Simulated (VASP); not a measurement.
# MoS2 (R3m) in VASP: single point with PBE

Aim: the single point of MoS2 with PBE.

Everything below comes from runs of VASP 6.6.1. Logs are shortened: lines on timing, memory, paths and dates and some standing lists are left out, and cuts for length are marked.

### Step 1. The cell of the first run

The structure is trigonal, space group R3m (No. 160). Conventional cell: a = 3.175 Å, b = 3.175 Å, c = 18.582 Å, α = 90.00°, β = 90.00°, γ = 120.00°. Within 3.2 Å of Mo (site symmetry 3m) lie 6 S at 2.40 Å and 6 Mo at 3.18 Å. S (site symmetry 3m) has 3 Mo at 2.40 Å and 7 S at 3.11 to 3.18 Å within 3.2 Å. S (site symmetry 3m) has 3 Mo at 2.40 Å and 7 S at 3.11 to 3.18 Å within 3.2 Å.

### Step 2. Single point, PBE

Input file INCAR:

```
SYSTEM = MoS2
PREC = Accurate
ENCUT = 520
EDIFF = 1E-6
ISMEAR = 0
SIGMA = 0.01
LREAL = .False.
LASPH = .True.
NELM = 80
ALGO = Normal
ISIF = 2
LWAVE = .False.
LCHARG = .False.
GGA = PE
NBANDS = 20
```

Input file KPOINTS:

```
regular mesh
0
Gamma
  6 6 6
  0 0 0
```

Input file POSCAR:

```
MoS2
1.0
    1.5875903429      0.9165957119      6.1939280739
   -1.5875903429      0.9165957119      6.1939280739
    0.0000000000     -1.8331914237      6.1939280739
Mo S
1 2
Direct
    0.0000965174      0.0000965174      0.0000965174
    0.2497906778      0.2497906778      0.2497906778
    0.4171128049      0.4171128049      0.4171128049
```

Potentials or basis: VASP PAW PBE potentials, release 64 (Mo_sv, S).

The run is started by

```bash
> cat potpaw_PBE.64/Mo_sv/POTCAR potpaw_PBE.64/S/POTCAR > POTCAR
> mpirun -np 1 vasp_std > vasp.out
```

OUTCAR:

```text
SYSTEM = MoS2
   PREC = Accurate
   ENCUT = 520
   EDIFF = 1E-6
   ISMEAR = 0
   LREAL = .False.
   LASPH = .True.
   NELM = 80
   ISIF = 2
   GGA = PE

 ion  position               nearest neighbor table
   1  0.000  0.000  0.000-   2 2.40   2 2.40   2 2.40   3 2.40   3 2.40   3 2.40
   2  0.250  0.250  0.250-   1 2.40   1 2.40   1 2.40
   3  0.417  0.417  0.417-   1 2.40   1 2.40   1 2.40

  LATTYP: Found a trigonal (rhomboedric) cell.
 ALAT       =     6.4595151351
 COS(alpha) =     0.8791888406

  Lattice vectors:

 A1 = (   1.5875903429,   0.9165957119,   6.1939280739)
 A2 = (  -1.5875903429,   0.9165957119,   6.1939280739)
 A3 = (   0.0000000000,  -1.8331914237,   6.1939280739)

Analysis of symmetry for initial positions (statically):
=====================================================================
 Subroutine PRICEL returns:
 Original cell was already a primitive cell.

 Routine SETGRP: Setting up the symmetry group for a
 trigonal (rhombohedral) supercell.

 Subroutine GETGRP returns: Found  6 space group operations
 (whereof  6 operations were pure point group operations)
 out of a pool of 12 trial point group operations.

The static configuration has the point symmetry C_3v.

Analysis of symmetry for dynamics (positions and initial velocities):
=====================================================================
 Subroutine PRICEL returns:
 Original cell was already a primitive cell.

 Routine SETGRP: Setting up the symmetry group for a
 trigonal (rhombohedral) supercell.

 Subroutine GETGRP returns: Found  6 space group operations
 (whereof  6 operations were pure point group operations)
 out of a pool of 12 trial point group operations.

The dynamic configuration has the point symmetry C_3v.

 Subroutine INISYM returns: Found  6 space group operations
 (whereof  6 operations are pure point group operations),
 and found     1 'primitive' translations

----------------------------------------------------------------------------------------

                                     Primitive cell

  volume of cell :      54.0796

  direct lattice vectors                    reciprocal lattice vectors
     1.587590343  0.916595712  6.193928074     0.314942707  0.181832257  0.053816145
    -1.587590343  0.916595712  6.193928074    -0.314942707  0.181832257  0.053816145
     0.000000000 -1.833191424  6.193928074     0.000000000 -0.363664513  0.053816145

  length of vectors
     6.459515135  6.459515135  6.459515135     0.367624884  0.367624884  0.367624884

  position of ions in fractional coordinates (direct lattice)
     0.000096517  0.000096517  0.000096517
     0.249790678  0.249790678  0.249790678
     0.417112805  0.417112805  0.417112805

  ion indices of the primitive-cell ions
   primitive index   ion index
                 1           1
                 2           2
                 3           3

----------------------------------------------------------------------------------------

 KPOINTS: regular mesh

Automatic generation of k-mesh.
 Grid dimensions read from file:
 generate k-points for:    6    6    6

 Generating k-lattice:

  Cartesian coordinates                     Fractional coordinates (reciprocal lattice)
     0.052490451  0.030305376  0.008969358     0.166666667 -0.000000000  0.000000000
    -0.052490451  0.030305376  0.008969358    -0.000000000  0.166666667  0.000000000
     0.000000000 -0.060610752  0.008969358     0.000000000  0.000000000  0.166666667

  Length of vectors
     0.061270814  0.061270814  0.061270814

  Shift w.r.t. Gamma in fractional coordinates (k-lattice)
     0.000000000  0.000000000  0.000000000

 Subroutine IBZKPT returns following result:
 ===========================================

 Found     32 irreducible k-points:

 Following reciprocal coordinates:
            Coordinates               Weight
  0.000000  0.000000  0.000000      1.000000
  0.166667  0.000000 -0.000000      6.000000
  0.333333 -0.000000  0.000000      6.000000
  0.500000 -0.000000 -0.000000      3.000000
  0.166667  0.166667 -0.000000      6.000000
  0.333333  0.166667  0.000000     12.000000
[... 16 lines left out ...]
  0.500000  0.500000  0.166667      6.000000
 -0.333333  0.500000  0.166667     12.000000
 [... further k-points ...]
   k-points           NKPTS =     32   k-points in BZ     NKDIM =     32   number of bands    NBANDS=     20
   number of dos      NEDOS =    301   number of ions     NIONS =      3
   total plane-waves  NPLWV = 110592
   dimension x,y,z NGX =    48 NGY =   48 NGZ =   48
   dimension x,y,z NGXF=    96 NGYF=   96 NGZF=   96
   ions per type =               1   2
   NGX,Y,Z   is equivalent  to a cutoff of  12.35, 12.35, 12.35 a.u.
   NGXF,Y,Z  is equivalent  to a cutoff of  24.71, 24.71, 24.71 a.u.
 SYSTEM =  MoS2
   PREC   = accura    normal or accurate (medium, high low for compatibility)
   ISTART =      0    job   : 0-new  1-cont  2-samecut
   ICHARG =      2    charge: 1-file 2-atom 10-const
   ISPIN  =      1    spin polarized calculation?
   LNONCOLLINEAR =      F non collinear calculations
   LSORBIT =      F    spin-orbit coupling
   LASPH  =      T    aspherical Exc in radial PAW
   ENCUT  =  520.0 eV  38.22 Ry    6.18 a.u.  12.01 12.01 12.01*2*pi/ulx,y,z
   NELM   =     80;   NELMIN=  2; NELMDL= -5     # of ELM steps
   EDIFF  = 0.1E-05   stopping-criterion for ELM
   LREAL  =      F    real-space projection
   EDIFFG = 0.1E-04   stopping-criterion for IOM
   NSW    =      0    number of steps for IOM
   IBRION =     -1    ionic relax: 0-MD 1-quasi-New 2-CG
   NFREE  =      0    steps in history (QN), initial steepest desc. (CG)
   ISIF   =      2    stress and relaxation
   ISYM   =      2    0-nonsym 1-usesym 2-fastsym
   POTIM  = 0.5000    time-step for ionic-motion
   TEBEG  =    0.0;   TEEND  =   0.0 temperature during run
   PSTRESS=    0.0 pullay stress
   NELECT =      26.0000    total number of electrons
   NUPDOWN=      -1.0000    fix difference up-down
   EMIN   =  10.00;   EMAX   =-10.00  energy-range for DOS
   EFERMI =   0.00;   METHOD = LEGACY
   ISMEAR =     0;   SIGMA  =   0.01  broadening in eV -4-tet -1-fermi 0-gaus
   EFERMI_NEDOS =   21; number of points for ismear=-14 and -15
   IALGO  =     38    algorithm
   IMIX   =      4    mixing-type and parameters
     AMIX     =   0.40;   BMIX     =  1.00
     AMIX_MAG =   1.60;   BMIX_MAG =  1.00
  volume/ion in A,a.u.               =      18.03       121.65
  Fermi-wavevector in a.u.,A,eV,Ry     =   1.282492  2.423559 22.378674  1.644786
  Thomas-Fermi vector in A             =   2.414800
   LORBIT       =      0    0 simple, 1 ext, 2 COOP (PROOUT), +10 PAW based schemes
   GGA     = PE    functional components
   LHFCALC =     F    Hartree Fock is set to
   AEXX    =    0.0000 exact exchange contribution
   IVDW    =     0    specifies the selected vdW correction
   LEPSILON=     F    determine dielectric tensor
   LRPA    =     F    only Hartree local field effects (RPA)
 non-spin polarized calculation
 Gauss-broadening in eV      SIGMA  =   0.01
  energy-cutoff  :      520.00
  volume of cell :       54.08
 maximum number of plane-waves:      1469
   NGX = 23   NGY = 23   NGZ = 23

 number of electron      25.9999998 magnetization

 Free energy of the ion-electron system (eV)
  ---------------------------------------------------
  ext. energy  EPLUGINS =         0.00000000
  ---------------------------------------------------
  free energy    TOTEN  =       -21.81307669 eV

  energy without entropy =      -21.81307669  energy(sigma->0) =      -21.81307669

 E-fermi :   7.6300     XC(G=0): -10.7471

 val. band max:        7.3987772646   @ k =   0.5000   0.5000   0.5000
 cond. band min:       8.3675425046   @ k =  -0.1667   0.1667   0.0000
 fundamental gap:      0.9687652400
 Fermi energy:         7.6299664914

 k-point     1 :       0.0000    0.0000    0.0000
  band No.  band energies     occupation
      1     -54.1369      2.00000
      2     -28.2886      2.00000
      3     -28.0724      2.00000
      4     -28.0724      2.00000
      5      -7.5590      2.00000
      6      -5.9111      2.00000
[... 12 lines left out ...]
     19      15.5266      0.00000
     20      15.8817      0.00000

 k-point     2 :       0.1667    0.0000   -0.0000
  band No.  band energies     occupation
      1     -54.1272      2.00000
      2     -28.2694      2.00000
      3     -28.1700      2.00000
      4     -28.0946      2.00000
      5      -7.1513      2.00000
      6      -5.7816      2.00000
[... 12 lines left out ...]
     19      16.0246      0.00000
     20      16.5694      0.00000

 k-point     3 :       0.3333   -0.0000    0.0000
  band No.  band energies     occupation
      1     -54.1079      2.00000
      2     -28.3608      2.00000
      3     -28.2307      2.00000
      4     -28.1388      2.00000
      5      -6.1936      2.00000
      6      -5.4835      2.00000
[... 12 lines left out ...]
     19      14.8218      0.00000
     20      15.2216      0.00000

 k-point     4 :       0.5000   -0.0000   -0.0000
  band No.  band energies     occupation
      1     -54.0981      2.00000
      2     -28.4542      2.00000
      3     -28.2113      2.00000
      4     -28.1608      2.00000
      5      -5.5882      2.00000
      6      -5.3148      2.00000
[... 12 lines left out ...]
     19      14.2553      0.00000
     20      14.8014      0.00000

 k-point     5 :       0.1667    0.1667   -0.0000
  band No.  band energies     occupation
      1     -54.1272      2.00000
      2     -28.2694      2.00000
      3     -28.1700      2.00000
      4     -28.0946      2.00000
      5      -7.1349      2.00000
      6      -5.8095      2.00000
[... 12 lines left out ...]
     19      16.0888      0.00000
     20      16.4726      0.00000
[... 353 lines left out ...]
      6      -5.3706      2.00000
[... 12 lines left out ...]
     19      15.8395      0.00000
     20      16.0703      0.00000

 k-point    22 :      -0.1667    0.3333    0.1667
  band No.  band energies     occupation
      1     -54.0981      2.00000
      2     -28.4066      2.00000
      3     -28.2114      2.00000
      4     -28.2103      2.00000
      5      -5.6060      2.00000
      6      -5.3047      2.00000
[... 12 lines left out ...]
     19      15.5043      0.00000
     20      16.0778      0.00000

 k-point    23 :       0.5000    0.5000    0.1667
  band No.  band energies     occupation
      1     -54.1078      2.00000
      2     -28.3608      2.00000
      3     -28.2308      2.00000
      4     -28.1388      2.00000
      5      -6.0478      2.00000
      6      -5.6654      2.00000
[... 12 lines left out ...]
     19      15.0658      0.00000
     20      15.9989      0.00000

 k-point    24 :      -0.3333    0.5000    0.1667
  band No.  band energies     occupation
      1     -54.0981      2.00000
      2     -28.4066      2.00000
      3     -28.2114      2.00000
      4     -28.2103      2.00000
      5      -5.5097      2.00000
      6      -5.4096      2.00000
[... 12 lines left out ...]
     19      15.5691      0.00000
     20      15.9409      0.00000

 [... further k-points ...]

------------------------ aborting loop because EDIFF is reached ----------------------------------------

  FORCE on cell =-STRESS in cart. coord.  units (eV):
  Direction    XX          YY          ZZ          XY          YZ          ZX
  --------------------------------------------------------------------------------------
  -------------------------------------------------------------------------------------
  Total        0.6111619      0.6111619      1.0691822     -0.0000000      0.0000000     -0.0000000
  in kB       18.1064458     18.1064458     31.6758767     -0.0000000      0.0000000     -0.0000000
  external PRESSURE =      22.6295894 kB  Pullay stress =       0.0000000 kB

 VOLUME and BASIS-vectors are now :
 -----------------------------------------------------------------------------
  energy-cutoff  :      520.00
  volume of cell :       54.08
      direct lattice vectors                 reciprocal lattice vectors
     1.587590343  0.916595712  6.193928074     0.314942707  0.181832257  0.053816145
    -1.587590343  0.916595712  6.193928074    -0.314942707  0.181832257  0.053816145
     0.000000000 -1.833191424  6.193928074     0.000000000 -0.363664513  0.053816145

 POSITION                                       TOTAL-FORCE (eV/Angst)
 -----------------------------------------------------------------------------------
      0.00000      0.00000      0.00179         0.000000      0.000000      0.001373
      0.00000      0.00000      4.64156         0.000000     -0.000000     -0.102741
      0.00000      0.00000      7.75070         0.000000      0.000000      0.101368
 -----------------------------------------------------------------------------------
    total drift:                               -0.000000      0.000000      0.000000

  FREE ENERGIE OF THE ION-ELECTRON SYSTEM (eV)
  ---------------------------------------------------
  free  energy   TOTEN  =       -21.8130766938 eV

  energy  without entropy=      -21.8130766938  energy(sigma->0) =      -21.81307669
```

Run time: 38 s. Hardware: 1 thread of Intel Xeon 6975P-C (Granite Rapids), shared host; peak memory 0.31 GiB.

What came out:

* Free energy: -21.8131 eV
* Pressure: 2.3 GPa
* Largest force: 0.103 eV/Å
* Band gap on the k mesh: 0.97 eV, indirect (least direct gap 1.69 eV)

Forces in eV/Å, atoms in the order of the input:
```
Mo   0.000  0.000  0.001
S    0.000  0.000 -0.103
S    0.000  0.000  0.101
```

Stress tensor (GPa, compression positive):
```
1.81 0.00 0.00
0.00 1.81 0.00
0.00 0.00 3.17
```

A k mesh can miss the band edges. PBE gaps usually lie below the measured ones, often by a third to a half.
